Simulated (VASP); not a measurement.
# Mo (P6/mmm) in VASP: further runs

Mo is run at these levels: PBEsol; tasks: single point.

All numbers are computed with VASP 6.6.1; they aren't measurements. Logs are shortened: lines on timing, memory, paths and dates and some standing lists are left out, and cuts for length are marked.

### Step 1. The cell of the first run

It takes space group P6/mmm (No. 191, hexagonal). The conventional cell has a = 2.653 Å, b = 2.653 Å, c = 2.555 Å, α = 90.00°, β = 90.00°, γ = 120.00°. Within 3.4 Å of Mo (site symmetry 6/mmm) lie 8 Mo at 2.56 to 2.65 Å.

### Step 2. Single point, PBEsol (strain -0.030 along x and y, +0.000 along z)

Input file INCAR:

```
PREC = Accurate
ENCUT = 520
EDIFF = 1E-6
ISMEAR = 0
SIGMA = 0.15
LREAL = F
LASPH = T
NELM = 60
ALGO = Normal
ISIF = 2
LWAVE = F
LCHARG = T
GGA = PS
LELF = T
LVHAR = T
NBANDS = 13
```

Input file KPOINTS:

```
Automatic mesh
0
Gamma
  18 18 18
```

Input file POSCAR:

```
Mo
1.0
    2.6534450853      0.0000000000      0.0000000000
   -1.3267225426      2.2979508514      0.0000000000
    0.0000000000      0.0000000000      2.5551807000
Mo
1
Direct
    0.0000000000      0.0000000000      0.5000000000
```

Potentials or basis: VASP PAW PBE potentials, release 64 (Mo_sv).

Command:

```sh
$ cat potpaw_PBE.64/Mo_sv/POTCAR > POTCAR
$ mpirun -np 1 vasp_std > vasp.out
```

OUTCAR:

```text
PREC = Accurate
   ENCUT = 520
   EDIFF = 1E-6
   ISMEAR = 0
   LREAL = F
   LASPH = T
   NELM = 60
   ISIF = 2
   GGA = PS

 ion  position               nearest neighbor table
   1  0.000  0.000  0.500-

  LATTYP: Found a hexagonal cell.
 ALAT       =     2.6534450853
 C/A-ratio  =     0.9629672437

  Lattice vectors:

 A1 = (   2.6534450853,   0.0000000000,   0.0000000000)
 A2 = (  -1.3267225426,   2.2979508514,   0.0000000000)
 A3 = (   0.0000000000,   0.0000000000,   2.5551807000)

Analysis of symmetry for initial positions (statically):
=====================================================================
 Subroutine PRICEL returns:
 Original cell was already a primitive cell.

 Routine SETGRP: Setting up the symmetry group for a
 hexagonal supercell.

 Subroutine GETGRP returns: Found 24 space group operations
 (whereof 24 operations were pure point group operations)
 out of a pool of 24 trial point group operations.

The static configuration has the point symmetry D_6h.

Analysis of symmetry for dynamics (positions and initial velocities):
=====================================================================
 Subroutine PRICEL returns:
 Original cell was already a primitive cell.

 Routine SETGRP: Setting up the symmetry group for a
 hexagonal supercell.

 Subroutine GETGRP returns: Found 24 space group operations
 (whereof 24 operations were pure point group operations)
 out of a pool of 24 trial point group operations.

The dynamic configuration has the point symmetry D_6h.

 Subroutine INISYM returns: Found 24 space group operations
 (whereof 24 operations are pure point group operations),
 and found     1 'primitive' translations

----------------------------------------------------------------------------------------

                                     Primitive cell

  volume of cell :      15.5802

  direct lattice vectors                    reciprocal lattice vectors
     2.653445085  0.000000000  0.000000000     0.376868549  0.217585158  0.000000000
    -1.326722543  2.297950851  0.000000000     0.000000000  0.435170317  0.000000000
     0.000000000  0.000000000  2.555180700     0.000000000  0.000000000  0.391361754

  length of vectors
     2.653445085  2.653445085  2.555180700     0.435170317  0.435170317  0.391361754

  position of ions in fractional coordinates (direct lattice)
     0.000000000  0.000000000  0.500000000

  ion indices of the primitive-cell ions
   primitive index   ion index
                 1           1

----------------------------------------------------------------------------------------

 KPOINTS: Automatic mesh

Automatic generation of k-mesh.
 Grid dimensions read from file:
 generate k-points for:   18   18   18

 Generating k-lattice:

  Cartesian coordinates                     Fractional coordinates (reciprocal lattice)
     0.020937142  0.012088064  0.000000000     0.055555556 -0.000000000  0.000000000
     0.000000000  0.024176129  0.000000000     0.000000000  0.055555556  0.000000000
     0.000000000  0.000000000  0.021742320     0.000000000  0.000000000  0.055555556

  Length of vectors
     0.024176129  0.024176129  0.021742320

  Shift w.r.t. Gamma in fractional coordinates (k-lattice)
     0.000000000  0.000000000  0.000000000

 Subroutine IBZKPT returns following result:
 ===========================================

 Found    370 irreducible k-points:

 Following reciprocal coordinates:
            Coordinates               Weight
  0.000000  0.000000  0.000000      1.000000
  0.055556  0.000000  0.000000      6.000000
  0.111111  0.000000  0.000000      6.000000
  0.166667  0.000000  0.000000      6.000000
  0.222222  0.000000  0.000000      6.000000
  0.277778  0.000000  0.000000      6.000000
[... 16 lines left out ...]
  0.333333  0.111111  0.000000     12.000000
  0.388889  0.111111  0.000000     12.000000
 [... further k-points ...]
   k-points           NKPTS =    370   k-points in BZ     NKDIM =    370   number of bands    NBANDS=     13
   number of dos      NEDOS =    301   number of ions     NIONS =      1
   total plane-waves  NPLWV =   8000
   dimension x,y,z NGX =    20 NGY =   20 NGZ =   20
   dimension x,y,z NGXF=    40 NGYF=   40 NGZF=   40
   ions per type =               1
   NGX,Y,Z   is equivalent  to a cutoff of  12.53, 12.53, 13.01 a.u.
   NGXF,Y,Z  is equivalent  to a cutoff of  25.06, 25.06, 26.02 a.u.
 SYSTEM =  unknown system
   PREC   = accura    normal or accurate (medium, high low for compatibility)
   ISTART =      0    job   : 0-new  1-cont  2-samecut
   ICHARG =      2    charge: 1-file 2-atom 10-const
   ISPIN  =      1    spin polarized calculation?
   LNONCOLLINEAR =      F non collinear calculations
   LSORBIT =      F    spin-orbit coupling
   LASPH  =      T    aspherical Exc in radial PAW
   ENCUT  =  520.0 eV  38.22 Ry    6.18 a.u.   4.93  4.93  4.75*2*pi/ulx,y,z
   NELM   =     60;   NELMIN=  2; NELMDL= -5     # of ELM steps
   EDIFF  = 0.1E-05   stopping-criterion for ELM
   LREAL  =      F    real-space projection
   EDIFFG = 0.1E-04   stopping-criterion for IOM
   NSW    =      0    number of steps for IOM
   IBRION =     -1    ionic relax: 0-MD 1-quasi-New 2-CG
   NFREE  =      0    steps in history (QN), initial steepest desc. (CG)
   ISIF   =      2    stress and relaxation
   ISYM   =      2    0-nonsym 1-usesym 2-fastsym
   POTIM  = 0.5000    time-step for ionic-motion
   TEBEG  =    0.0;   TEEND  =   0.0 temperature during run
   PSTRESS=    0.0 pullay stress
   NELECT =      14.0000    total number of electrons
   NUPDOWN=      -1.0000    fix difference up-down
   EMIN   =  10.00;   EMAX   =-10.00  energy-range for DOS
   EFERMI =   0.00;   METHOD = LEGACY
   ISMEAR =     0;   SIGMA  =   0.15  broadening in eV -4-tet -1-fermi 0-gaus
   EFERMI_NEDOS =   21; number of points for ismear=-14 and -15
   IALGO  =     38    algorithm
   IMIX   =      4    mixing-type and parameters
     AMIX     =   0.40;   BMIX     =  1.00
     AMIX_MAG =   1.60;   BMIX_MAG =  1.00
  volume/ion in A,a.u.               =      15.58       105.14
  Fermi-wavevector in a.u.,A,eV,Ry     =   1.579768  2.985329 33.955617  2.495667
  Thomas-Fermi vector in A             =   2.680097
   LORBIT       =      0    0 simple, 1 ext, 2 COOP (PROOUT), +10 PAW based schemes
   GGA     = PS    functional components
   LHFCALC =     F    Hartree Fock is set to
   AEXX    =    0.0000 exact exchange contribution
   IVDW    =     0    specifies the selected vdW correction
   LEPSILON=     F    determine dielectric tensor
   LRPA    =     F    only Hartree local field effects (RPA)
 non-spin polarized calculation
 Gauss-broadening in eV      SIGMA  =   0.15
  energy-cutoff  :      520.00
  volume of cell :       15.58
 maximum number of plane-waves:       438
 NGX is ok and might be reduce to    20
   NGX =  9   NGY =  9   NGZ =  9

 number of electron      13.9999997 magnetization

 Free energy of the ion-electron system (eV)
  ---------------------------------------------------
  ext. energy  EPLUGINS =         0.00000000
  ---------------------------------------------------
  free energy    TOTEN  =       -10.81755077 eV

  energy without entropy =      -10.80960106  energy(sigma->0) =      -10.81357591

 E-fermi :  12.4388     XC(G=0): -13.4538

 val. band max:       12.4195037711   @ k =   0.1667   0.1667   0.3889
 cond. band min:      12.4559892450   @ k =   0.2778   0.0556   0.4444
 fundamental gap:      0.0364854739
 Fermi energy:        12.4387946768

 k-point     1 :       0.0000    0.0000    0.0000
  band No.  band energies     occupation
      1     -48.5817      2.00000
      2     -21.8080      2.00000
      3     -21.6607      2.00000
      4     -21.6607      2.00000
      5       5.3702      2.00000
      6       7.7707      2.00000
      7      11.4140      2.00000
      8      11.4140      2.00000
      9      16.7790      0.00000
     10      16.7790      0.00000
     11      25.6273      0.00000
     12      27.8583      0.00000
     13      34.0384      0.00000

 k-point     2 :       0.0556    0.0000    0.0000
  band No.  band energies     occupation
      1     -48.5723      2.00000
      2     -21.8016      2.00000
      3     -21.7199      2.00000
      4     -21.6737      2.00000
      5       5.5030      2.00000
      6       7.8357      2.00000
      7      11.2745      2.00000
      8      11.5396      2.00000
      9      16.6064      0.00000
     10      16.7523      0.00000
     11      25.9474      0.00000
     12      28.1463      0.00000
     13      33.1840      0.00000

 k-point     3 :       0.1111    0.0000    0.0000
  band No.  band energies     occupation
      1     -48.5452      2.00000
      2     -21.8883      2.00000
      3     -21.7829      2.00000
      4     -21.7111      2.00000
      5       5.8762      2.00000
      6       8.0248      2.00000
      7      10.9227      2.00000
      8      11.9114      2.00000
      9      16.1470      0.00000
     10      16.6762      0.00000
     11      26.8199      0.00000
     12      28.9416      0.00000
     13      31.6050      0.00000
[... 305 lines left out ...]
 k-point    23 :       0.3333    0.1111    0.0000
  band No.  band energies     occupation
      1     -48.2878      2.00000
      2     -23.2322      2.00000
      3     -22.1616      2.00000
      4     -21.6079      2.00000
      5       7.7850      2.00000
      6       9.0412      2.00000
      7      11.9939      1.99997
      8      13.3849      0.00000
      9      15.7296      0.00000
     10      17.1224      0.00000
     11      24.1545      0.00000
     12      26.4308      0.00000
     13      30.5786      0.00000

 k-point    24 :       0.3889    0.1111    0.0000
  band No.  band energies     occupation
      1     -48.2608      2.00000
      2     -23.3600      2.00000
      3     -22.2073      2.00000
      4     -21.5898      2.00000
      5       7.6182      2.00000
      6       9.2655      2.00000
      7      12.7073      0.01134
      8      13.1704      0.00000
      9      15.6368      0.00000
     10      17.8935      0.00000
     11      23.4955      0.00000
     12      25.7052      0.00000
     13      29.9356      0.00000

 [... further k-points ...]
[... 5 lines left out ...]
  --------------------------------------------------------------------------------------
  -------------------------------------------------------------------------------------
  Total        1.8355971      1.8355971     -0.1500182      0.0000000      0.0000000      0.0000000
  in kB      188.7623962    188.7623962    -15.4270260      0.0000000      0.0000000      0.0000000
  external PRESSURE =     120.6992555 kB  Pullay stress =       0.0000000 kB

 VOLUME and BASIS-vectors are now :
 -----------------------------------------------------------------------------
  energy-cutoff  :      520.00
  volume of cell :       15.58
      direct lattice vectors                 reciprocal lattice vectors
     2.653445085  0.000000000  0.000000000     0.376868549  0.217585158  0.000000000
    -1.326722543  2.297950851  0.000000000     0.000000000  0.435170317  0.000000000
     0.000000000  0.000000000  2.555180700     0.000000000  0.000000000  0.391361754

 POSITION                                       TOTAL-FORCE (eV/Angst)
 -----------------------------------------------------------------------------------
      0.00000      0.00000      1.27759        -0.000000      0.000000      0.000000
 -----------------------------------------------------------------------------------
    total drift:                                0.000000      0.000000     -0.000000

  FREE ENERGIE OF THE ION-ELECTRON SYSTEM (eV)
  ---------------------------------------------------
  free  energy   TOTEN  =       -10.8175507725 eV

  energy  without entropy=      -10.8096010563  energy(sigma->0) =      -10.81357591
```

It took 19 s on 1 thread of Intel Xeon 6975P-C (Granite Rapids), shared host; peak memory 0.18 GiB.

What came out:

```
Free energy            : -10.8176 eV
Pressure               : 12.1 GPa
Band gap on the k mesh : zero (band 7 reaches 13.36 eV, above the bottom of band 8 at 11.41 eV)
```

Caveat: the cell differs from its parent crystal (strain -0.030 along x and y, +0.000 along z); the PAW data sets were made with another functional, which shifts forces and pressure a little.

### Step 3. Single point, PBEsol (strain -0.015 along x and y, -0.030 along z)

Input file INCAR:

```
SYSTEM = Mo
  PREC = Accurate
  ENCUT = 520
  EDIFF = 1E-6
  ISMEAR = 0
  SIGMA = 0.15
  LREAL = .False.
  LASPH = .True.
  NELM = 100
  ALGO = Normal
  ISIF = 2
  LWAVE = .False.
  LCHARG = .False.
  GGA = PS
  NBANDS = 13
```

Input file KPOINTS:

```
Automatic mesh
0
Gamma
  18 18 18
  0 0 0
```

Input file POSCAR:

```
Mo
1.0
    2.6944777412      0.0000000000      0.0000000000
   -1.3472388706      2.3334861739      0.0000000000
    0.0000000000      0.0000000000      2.4785252790
Mo
1
Direct
    0.0000000000      0.0000000000      0.5000000000
```

Potentials or basis: VASP PAW PBE potentials, release 64 (Mo_sv).

Command:

```sh
$ cat potpaw_PBE.64/Mo_sv/POTCAR > POTCAR
$ mpirun -np 1 vasp_std > vasp.out
```

Wall time 17 s (1 thread of Intel Xeon 6975P-C (Granite Rapids), shared host); peak memory 0.17 GiB.

Results (log left out):

* Free energy: -10.8515 eV
* Pressure: 11.4 GPa
* Band gap on the k mesh: zero (band 7 reaches 13.50 eV, above the bottom of band 8 at 11.33 eV)

Stress tensor (GPa, compression positive):
```
12.29  0.00  0.00
 0.00 12.29  0.00
 0.00  0.00  9.50
```

Levels at points of the mesh, in eV from the Fermi level:
```
           k point  band 4  band 5  band 6  band 7  band 8  band 9  band 10  band 11
(0.00, 0.00, 0.00)  -33.91   -6.95   -4.62   -0.98   -0.98    4.61     4.61    12.96
(0.50, 0.00, 0.00)  -33.73   -5.23   -3.34    1.19    1.30    3.90     4.75    10.85
(0.00, 0.00, 0.50)  -33.89   -3.69   -0.01   -0.01    0.26    0.73     0.73    11.38
(0.50, 0.00, 0.50)  -34.24   -5.80   -3.50   -0.63    5.18    6.72     6.76     7.82
```

Caveat: the cell differs from its parent crystal (strain -0.015 along x and y, -0.030 along z); the PAW data sets were made with another functional, which shifts forces and pressure a little.

### Step 4. Single point, PBEsol (strain -0.030 along x and y, +0.015 along z)

Input file INCAR:

```
SYSTEM = Mo
PREC = Accurate
ENCUT = 520
EDIFF = 1E-6
ISMEAR = 0
SIGMA = 0.15
LREAL = .False.
LASPH = .True.
NELM = 60
ALGO = Normal
ISIF = 2
LWAVE = .False.
LCHARG = .True.
GGA = PS
LELF = .True.
LVHAR = .True.
NBANDS = 13
```

Input file KPOINTS:

```
regular mesh
0
Gamma
  18 18 18
  0 0 0
```

Input file POSCAR:

```
Mo
1.0
    2.6534450853      0.0000000000      0.0000000000
   -1.3267225426      2.2979508514      0.0000000000
    0.0000000000      0.0000000000      2.5935084105
Mo
1
Direct
    0.0000000000      0.0000000000      0.5000000000
```

Command:

```sh
$ cat potpaw_PBE.64/Mo_sv/POTCAR > POTCAR
$ mpirun -np 1 vasp_std > vasp.out
```

It took 20 s on 1 thread of Intel Xeon 6975P-C (Granite Rapids), shared host; peak memory 0.18 GiB.

It converged, with:

| Item | Value |
| --- | --- |
| Free energy | -10.8102 eV |
| Pressure | 8.5 GPa |
| Band gap on the k mesh | zero (band 7 reaches 13.06 eV, above the bottom of band 8 at 11.23 eV) |

Stress tensor (GPa, compression positive):
```
17.02  0.00  0.00
 0.00 17.02  0.00
 0.00  0.00 -8.54
```

Levels at points of the mesh, in eV from the Fermi level:
```
           k point  band 3  band 4  band 5  band 6  band 7  band 8  band 9  band 10  band 11  band 12
(0.00, 0.00, 0.00)  -34.14  -34.14   -7.07   -4.62   -1.03   -1.03    4.16     4.16    13.23    14.87
(0.50, 0.00, 0.00)  -34.56  -34.16   -5.40   -3.06    0.28    1.29    3.33     4.99    11.14    14.22
(0.00, 0.00, 0.50)  -34.01  -34.01   -4.22   -0.40   -0.33   -0.33    1.25     1.25     9.53    15.95
(0.50, 0.00, 0.50)  -35.58  -34.41   -5.74   -4.07   -0.20    5.27    6.07     6.25     7.59    16.33
```

Caveat: the cell differs from its parent crystal (strain -0.030 along x and y, +0.015 along z); the PAW data sets were made with another functional, which shifts forces and pressure a little.

### Step 5. The runs side by side

```tsv
cell	gap on the mesh (eV)	pressure (GPa)
a = 2.653, b = 2.653, c = 2.555 Å, angles 90.0, 90.0, 120.0°, 1 atom	none	12.1
a = 2.694, b = 2.694, c = 2.479 Å, angles 90.0, 90.0, 120.0°, 1 atom	none	11.4
a = 2.653, b = 2.653, c = 2.594 Å, angles 90.0, 90.0, 120.0°, 1 atom	none	8.5
```

Alike in all rows: task single point; level PBEsol; potentials or basis VASP PAW PBE potentials, release 64 (Mo_sv); no spin polarisation; k mesh 18 × 18 × 18; cutoff (eV) 520; smearing gaussian 0.15 eV.

Caveats: the PAW data sets were made with another functional, which shifts forces and pressure a little.

Total energies depend on the potentials used, so only differences within one code and one set of settings carry meaning.
